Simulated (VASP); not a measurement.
Sn:

```
Sn
1.0
     0.00000    3.23334    3.23334
     3.23334    0.00000    3.23334
     3.23334    3.23334    0.00000
Sn
2
Direct
  0.75000 0.75000 0.75000
  0.50000 0.50000 0.50000
```

```yaml
Program: VASP 6.6.1
Task: relaxation of cell and atoms
Functional: BLYP
Potentials_or_basis: VASP PAW PBE potentials, release 64 (Sn_d)
Cutoff: 600 eV
k_mesh: 7 × 7 × 7
Occupations: fermi-dirac, width 0.05 eV
Spin: no spin polarisation
```

At the start: pressure 6.5 GPa; volume 33.80 Å³/atom.

Task: How do energy, volume and symmetry change on relaxing?

Result: Over 5 steps the energy falls by 100.5 meV/atom and the volume is 39.58 Å³/atom (+17.1 %); space group Fd-3m (No. 227, to 0.05 Å).

Step by step:
```
step  energy change (eV)  largest force (eV/Å)  pressure (GPa)  volume (Å³)
   1              0.0000                0.0000            6.54        67.61
   2             -0.1924                0.0000           -0.90        82.03
   3             -0.2009                0.0000            0.06        79.02
   4             -0.2009                0.0000           -0.04        79.26
   5             -0.2009                0.0000            0.02        79.15
```

Final structure:
```yaml
crystal:
  lattice:
    - [0.00000, 3.40782, 3.40782]
    - [3.40782, 0.00000, 3.40782]
    - [3.40782, 3.40782, 0.00000]
  atoms:
    - { symbol: Sn, position: [0.75000, 0.75000, 0.75000] }
    - { symbol: Sn, position: [0.50000, 0.50000, 0.50000] }
```

Caveat: the volume moved by over 15 % at a fixed basis, so the end points are rough; the PAW data sets were made with another functional, which shifts forces and pressure a little; the volume moved by +17 % from the deposited cell, more than functionals usually miss.
